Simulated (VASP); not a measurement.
# GaP: single point with PBEsol

**Measured values to compare with.**

“Stacking defects in GaP nanowires: Electronic structure and optical properties”, 2018, arxiv:1810.01194 quotes, for a bulk crystal of GaP at 10 K: band gap 2.34 eV (indirect).

The system is GaP.

```xyz
2
Lattice="0.0000 2.7192 2.7192 2.7192 0.0000 2.7192 2.7192 2.7192 0.0000" Properties=species:S:1:pos:R:3 pbc="T T T"
Ga    0.0000    0.0000    0.0000
P     1.3596    1.3596    1.3596
```

```json
{
 "Program": "VASP 6.6.1",
 "Task": "single point",
 "Functional": "PBEsol",
 "Potentials or basis": "VASP PAW PBE potentials, release 64 (Ga_d, P)",
 "Cutoff": "500 eV",
 "k mesh": "6 × 6 × 6",
 "Occupations": "gaussian, width 0.02 eV",
 "Spin": "no spin polarisation",
 "Dipole correction": "no",
 "Further INCAR settings": "ALGO = Normal; EDIFF = 1e-06; NBANDS = 16"
}
```

- Pressure: -0.1 GPa
- Band gap on the k mesh: 1.50 eV, indirect (least direct gap 1.80 eV)

Levels at points of the mesh, in eV from the valence-band top:
```
           k point  band 5  band 6  band 7  band 8  band 9  band 10  band 11  band 12  band 13  band 14
(0.00, 0.00, 0.00)  -14.46  -12.58    0.00    0.00    0.00     1.80     3.82     3.82     3.82     8.59
(0.50, 0.00, 0.00)  -14.45  -10.46   -6.74   -1.14   -1.14     1.60     4.64     4.64     8.10    10.79
(0.50, 0.50, 0.00)  -14.44   -9.54   -6.84   -2.74   -2.74     1.50     1.71    10.60    10.60    11.14
```

Run time: 11 s on 1 thread of AMD EPYC 9R45 (Zen 5), with other jobs on the host, peak memory 0.12 GiB.

A measured gap of GaP is 2.34 eV (indirect; 10 K; quoted in “Stacking defects in GaP nanowires: Electronic structure and optical properties”, 2018, arxiv:1810.01194); the calculated 1.50 eV misses it by -0.84 eV. Spin-orbit coupling on Ga is left out. The value is that of PBEsol on a finite k mesh, which can miss the band edges, without temperature or zero-point motion. Semilocal functionals fall short of measured gaps as a rule.

Caveat: the PAW data sets were made with another functional, which shifts forces and pressure a little.
